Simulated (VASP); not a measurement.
# Ge (I4_1/amd) in VASP: further runs, part 2 of 2

VASP 6.6.1.

## Step 3: Single point, r2SCAN

File POSCAR:

```
Ge
1.0
   -2.5734902220      2.5734902220      1.4090864228
    2.5734902220     -2.5734902220      1.4090864228
    2.5734902220      2.5734902220     -1.4090864228
Ge
2
Direct
    0.2500000000      0.7500000000      0.5000000000
    0.5000000000      0.5000000000      0.0000000000
```

File INCAR.step1:

```
SYSTEM = Ge
PREC = Accurate
ENCUT = 520
ISMEAR = 0
SIGMA = 0.15
LREAL = .FALSE.
LASPH = .TRUE.
NELM = 60
NBANDS = 21
GGA = PE
ALGO = Normal
EDIFF = 1E-4
LWAVE = .TRUE.
LCHARG = .FALSE.
```

File INCAR.step2:

```
SYSTEM = Ge
PREC = Accurate
ENCUT = 520
EDIFF = 1E-7
ISMEAR = 0
SIGMA = 0.15
LREAL = .FALSE.
LASPH = .TRUE.
NELM = 60
ALGO = Normal
ISIF = 2
LWAVE = .FALSE.
LCHARG = .FALSE.
METAGGA = R2SCAN
LMIXTAU = .TRUE.
NBANDS = 21
ISTART = 1
```

File KPOINTS:

```
regular mesh
0
G
  14 14 14
  0 0 0
```

Potentials or basis: VASP PAW PBE potentials, release 64 (Ge_d).

Command:

```
> cat potpaw_PBE.64/Ge_d/POTCAR > POTCAR
> cp INCAR.step1 INCAR
> mpirun -np 1 vasp_std > vasp.out
> cp INCAR.step2 INCAR
> mpirun -np 1 vasp_std > vasp.out
```

OUTCAR:

```text
SYSTEM = Ge
   PREC = Accurate
   ENCUT = 520
   EDIFF = 1E-7
   ISMEAR = 0
   LREAL = .FALSE.
   LASPH = .TRUE.
   NELM = 60
   ISIF = 2
   METAGGA = R2SCAN
   ISTART = 1

 ion  position               nearest neighbor table
   1  0.250  0.750  0.500-   2 2.67   2 2.67   2 2.67   2 2.67
   2  0.500  0.500  0.000-   1 2.67   1 2.67   1 2.67   1 2.67

  LATTYP: Found a body centered tetragonal cell.
 ALAT       =     5.1469804440
 C/A-ratio  =     0.5475390622

  Lattice vectors:

 A1 = (  -2.5734902220,   2.5734902220,   1.4090864228)
 A2 = (   2.5734902220,  -2.5734902220,   1.4090864228)
 A3 = (   2.5734902220,   2.5734902220,  -1.4090864228)

Analysis of symmetry for initial positions (statically):
=====================================================================
 Subroutine PRICEL returns:
 Original cell was already a primitive cell.

 Routine SETGRP: Setting up the symmetry group for a
 body centered tetragonal supercell.

 Subroutine GETGRP returns: Found 16 space group operations
 (whereof  8 operations were pure point group operations)
 out of a pool of 16 trial point group operations.

The static configuration has the point symmetry D_2d.
 The point group associated with its full space group is D_4h.

Analysis of symmetry for dynamics (positions and initial velocities):
=====================================================================
 Subroutine PRICEL returns:
 Original cell was already a primitive cell.

 Routine SETGRP: Setting up the symmetry group for a
 body centered tetragonal supercell.

 Subroutine GETGRP returns: Found 16 space group operations
 (whereof  8 operations were pure point group operations)
 out of a pool of 16 trial point group operations.

The dynamic configuration has the point symmetry D_2d.
 The point group associated with its full space group is D_4h.

 Subroutine INISYM returns: Found 16 space group operations
 (whereof  8 operations are pure point group operations),
 and found     1 'primitive' translations

----------------------------------------------------------------------------------------

                                     Primitive cell

  volume of cell :      37.3287

  direct lattice vectors                    reciprocal lattice vectors
    -2.573490222  2.573490222  1.409086423     0.000000000  0.194288673  0.354839839
     2.573490222 -2.573490222  1.409086423     0.194288673  0.000000000  0.354839839
     2.573490222  2.573490222 -1.409086423     0.194288673  0.194288673  0.000000000

  length of vectors
     3.902720640  3.902720640  3.902720640     0.404548390  0.404548390  0.274765676

  position of ions in fractional coordinates (direct lattice)
     0.250000000  0.750000000  0.500000000
     0.500000000  0.500000000  0.000000000

  ion indices of the primitive-cell ions
   primitive index   ion index
                 1           1
                 2           2

----------------------------------------------------------------------------------------

 KPOINTS: regular mesh

Automatic generation of k-mesh.
 Grid dimensions read from file:
 generate k-points for:   14   14   14

 Generating k-lattice:

  Cartesian coordinates                     Fractional coordinates (reciprocal lattice)
     0.000000000  0.013877762  0.025345703     0.071428571  0.000000000 -0.000000000
     0.013877762  0.000000000  0.025345703     0.000000000  0.071428571 -0.000000000
     0.013877762  0.013877762  0.000000000     0.000000000  0.000000000  0.071428571

  Length of vectors
     0.028896314  0.028896314  0.019626120

  Shift w.r.t. Gamma in fractional coordinates (k-lattice)
     0.000000000  0.000000000  0.000000000

 Subroutine IBZKPT returns following result:
 ===========================================

 Found    244 irreducible k-points:

 Following reciprocal coordinates:
            Coordinates               Weight
  0.000000  0.000000  0.000000      1.000000
  0.071429  0.000000 -0.000000      8.000000
  0.142857  0.000000 -0.000000      8.000000
  0.214286  0.000000 -0.000000      8.000000
  0.285714  0.000000 -0.000000      8.000000
  0.357143  0.000000 -0.000000      8.000000
[... 16 lines left out ...]
  0.214286  0.142857 -0.000000     16.000000
  0.285714  0.142857 -0.000000     16.000000
 [... further k-points ...]
   k-points           NKPTS =    244   k-points in BZ     NKDIM =    244   number of bands    NBANDS=     21
   number of dos      NEDOS =    301   number of ions     NIONS =      2
   total plane-waves  NPLWV =  27000
   dimension x,y,z NGX =    30 NGY =   30 NGZ =   30
   dimension x,y,z NGXF=    60 NGYF=   60 NGZF=   60
   ions per type =               2
   NGX,Y,Z   is equivalent  to a cutoff of  12.78, 12.78, 12.78 a.u.
   NGXF,Y,Z  is equivalent  to a cutoff of  25.56, 25.56, 25.56 a.u.
 SYSTEM =  Ge
   PREC   = accura    normal or accurate (medium, high low for compatibility)
   ISTART =      1    job   : 0-new  1-cont  2-samecut
   ICHARG =      0    charge: 1-file 2-atom 10-const
   ISPIN  =      1    spin polarized calculation?
   LNONCOLLINEAR =      F non collinear calculations
   LSORBIT =      F    spin-orbit coupling
   LASPH  =      T    aspherical Exc in radial PAW
   ENCUT  =  520.0 eV  38.22 Ry    6.18 a.u.   7.26  7.26  7.26*2*pi/ulx,y,z
   NELM   =     60;   NELMIN=  2; NELMDL=  0     # of ELM steps
   EDIFF  = 0.1E-06   stopping-criterion for ELM
   LREAL  =      F    real-space projection
   EDIFFG = 0.1E-05   stopping-criterion for IOM
   NSW    =      0    number of steps for IOM
   IBRION =     -1    ionic relax: 0-MD 1-quasi-New 2-CG
   NFREE  =      0    steps in history (QN), initial steepest desc. (CG)
   ISIF   =      2    stress and relaxation
   ISYM   =      2    0-nonsym 1-usesym 2-fastsym
   POTIM  = 0.5000    time-step for ionic-motion
   TEBEG  =    0.0;   TEEND  =   0.0 temperature during run
   PSTRESS=    0.0 pullay stress
   NELECT =      28.0000    total number of electrons
   NUPDOWN=      -1.0000    fix difference up-down
   EMIN   =  10.00;   EMAX   =-10.00  energy-range for DOS
   EFERMI =   0.00;   METHOD = LEGACY
   ISMEAR =     0;   SIGMA  =   0.15  broadening in eV -4-tet -1-fermi 0-gaus
   EFERMI_NEDOS =   21; number of points for ismear=-14 and -15
   IALGO  =     38    algorithm
   IMIX   =      4    mixing-type and parameters
     AMIX     =   0.40;   BMIX     =  1.00
     AMIX_MAG =   1.60;   BMIX_MAG =  1.00
  volume/ion in A,a.u.               =      18.66       125.95
  Fermi-wavevector in a.u.,A,eV,Ry     =   1.487465  2.810900 30.103580  2.212551
  Thomas-Fermi vector in A             =   2.600622
   LORBIT       =      0    0 simple, 1 ext, 2 COOP (PROOUT), +10 PAW based schemes
   METAGGA = R2SCAN    functional components
   LHFCALC =     F    Hartree Fock is set to
   AEXX    =    0.0000 exact exchange contribution
   IVDW    =     0    specifies the selected vdW correction
   LEPSILON=     F    determine dielectric tensor
   LRPA    =     F    only Hartree local field effects (RPA)
 non-spin polarized calculation
 Gauss-broadening in eV      SIGMA  =   0.15
  energy-cutoff  :      520.00
  volume of cell :       37.33
 maximum number of plane-waves:      1029
 NGX is ok and might be reduce to    30
   NGX = 15   NGY = 15   NGZ = 15

 number of electron      28.0000026 magnetization

 Free energy of the ion-electron system (eV)
  ---------------------------------------------------
  ext. energy  EPLUGINS =         0.00000000
  ---------------------------------------------------
  free energy    TOTEN  =       -27.02684679 eV

  energy without entropy =      -27.01764921  energy(sigma->0) =      -27.02224800

 E-fermi :   6.5755     XC(G=0): -12.3342

 val. band max:        6.5711953525   @ k =   0.2857   0.1429  -0.0000
 cond. band min:       6.5780147429   @ k =   0.1429   0.1429   0.1429
 fundamental gap:      0.0068193905
 Fermi energy:         6.5754747588

 k-point     1 :       0.0000    0.0000    0.0000
  band No.  band energies     occupation
      1     -18.8873      2.00000
      2     -18.8350      2.00000
      3     -18.8052      2.00000
      4     -18.8026      2.00000
      5     -18.6962      2.00000
      6     -18.6962      2.00000
[... 13 lines left out ...]
     20      18.7941      0.00000
     21      19.7011      0.00000

 k-point     2 :       0.0714    0.0000   -0.0000
  band No.  band energies     occupation
      1     -18.8853      2.00000
      2     -18.8283      2.00000
      3     -18.8025      2.00000
      4     -18.7943      2.00000
      5     -18.7020      2.00000
      6     -18.7012      2.00000
[... 520 lines left out ...]
 k-point    24 :       0.2857    0.1429   -0.0000
  band No.  band energies     occupation
      1     -18.8520      2.00000
      2     -18.7877      2.00000
      3     -18.7623      2.00000
      4     -18.7577      2.00000
      5     -18.7355      2.00000
      6     -18.7305      2.00000
[... 13 lines left out ...]
     20      16.7828      0.00000
     21      18.2783      0.00000

 [... further k-points ...]
[... 5 lines left out ...]
  --------------------------------------------------------------------------------------
  -------------------------------------------------------------------------------------
  Total       -0.1729653     -0.1729653      0.2246586      0.0000000      0.0000000      0.0000000
  in kB       -7.4238109     -7.4238109      9.6425300      0.0000000      0.0000000      0.0000000
  external PRESSURE =      -1.7350306 kB  Pullay stress =       0.0000000 kB

 VOLUME and BASIS-vectors are now :
 -----------------------------------------------------------------------------
  energy-cutoff  :      520.00
  volume of cell :       37.33
      direct lattice vectors                 reciprocal lattice vectors
    -2.573490222  2.573490222  1.409086423     0.000000000  0.194288673  0.354839839
     2.573490222 -2.573490222  1.409086423     0.194288673  0.000000000  0.354839839
     2.573490222  2.573490222 -1.409086423     0.194288673  0.194288673  0.000000000

 POSITION                                       TOTAL-FORCE (eV/Angst)
 -----------------------------------------------------------------------------------
      2.57349      0.00000      0.70454         0.000000     -0.000000     -0.000000
      0.00000      0.00000      1.40909        -0.000000      0.000000      0.000000
 -----------------------------------------------------------------------------------
    total drift:                                0.000000     -0.000000      0.000000

  FREE ENERGIE OF THE ION-ELECTRON SYSTEM (eV)
  ---------------------------------------------------
  free  energy   TOTEN  =       -27.0268467902 eV

  energy  without entropy=      -27.0176492138  energy(sigma->0) =      -27.02224800
```

OUTCAR.step1:

```text
SYSTEM = Ge
   PREC = Accurate
   ENCUT = 520
   ISMEAR = 0
   LREAL = .FALSE.
   LASPH = .TRUE.
[... 801 lines left out ...]
      2.57349      0.00000      0.70454         0.000000     -0.000000     -0.000000
      0.00000      0.00000      1.40909        -0.000000      0.000000      0.000000
 -----------------------------------------------------------------------------------
    total drift:                                0.000000     -0.000000      0.000000

  FREE ENERGIE OF THE ION-ELECTRON SYSTEM (eV)
  ---------------------------------------------------
  free  energy   TOTEN  =        -8.5656969788 eV

  energy  without entropy=       -8.5553921680  energy(sigma->0) =       -8.56054457
```

Run time: 7.4 min. Hardware: 1 thread of Intel Xeon Platinum 8559C (Emerald Rapids), shared host; peak memory 0.29 GiB.

What came out:

| Quantity | Value |
| --- | --- |
| Free energy | -27.0268 eV |
| Pressure | -0.2 GPa |
| Band gap on the k mesh | zero (bands 14 and 15 overlap by 5.18 eV) |

Stress tensor (GPa, compression positive):
```
-0.74  0.00  0.00
 0.00 -0.74  0.00
 0.00  0.00  0.96
```

Levels at points of the mesh, in eV from the Fermi level:
| k point | band 11 | band 12 | band 13 | band 14 | band 15 | band 16 | band 17 | band 18 |
| --- | --- | --- | --- | --- | --- | --- | --- | --- |
| (0.00, 0.00, 0.00) | -13.85 | -4.02 | -2.45 | -2.45 | 3.83 | 8.02 | 8.02 | 8.38 |
| (0.50, 0.00, 0.00) | -8.41 | -6.64 | -2.63 | -2.12 | -1.49 | 2.82 | 3.78 | 5.85 |
| (0.50, 0.50, 0.00) | -10.96 | -10.96 | 0.64 | 0.64 | 2.27 | 2.27 | 7.80 | 7.80 |
| (0.50, 0.50, 0.50) | -9.19 | -9.19 | -6.08 | -6.08 | 6.31 | 6.31 | 11.68 | 11.68 |

Caveat: the PAW data sets were made with another functional, which shifts forces and pressure a little.
